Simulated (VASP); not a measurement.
AlGa3N4, 8 atoms in the cell. The typed cell holds 8 atoms: a = 5.142 Å, b = 3.165 Å, c = 5.478 Å, α = 90.00°, β = 90.04°, γ = 90.00°.  This cell differs from its parent crystal: atom 4 (Ga) moved +0.225 Å along Cartesian [1 -1 0].

| Property | Result |
| --- | --- |
| Program | VASP 6.6.1 |
| Task | single point |
| Functional | PBEsol |
| Potentials or basis | VASP PAW PBE potentials, release 64 (Al, Ga_d, N) |
| Cutoff | 520 eV |
| k mesh | 6 × 8 × 6 |
| Occupations | gaussian, width 0.05 eV |
| Spin | no spin polarisation |
| Dipole correction | no |
| Further INCAR settings | ALGO = Normal; EDIFF = 1e-07; NBANDS = 41 |

Potentials or basis: VASP PAW PBE potentials, release 64 (Al, Ga_d, N).

Run with:

```console
$ cat potpaw_PBE.64/Al/POTCAR potpaw_PBE.64/Ga_d/POTCAR potpaw_PBE.64/N/POTCAR > POTCAR
$ mpirun -np 1 vasp_std > vasp.out
```

Hardware: 1 thread of Intel Xeon 8259CL, on a shared host.

How long does it take, and how much memory?

Run time: 26 min on 1 thread of Intel Xeon 8259CL (shared host), peak memory 0.47 GiB. Counts: scf iterations 17, k points 148.
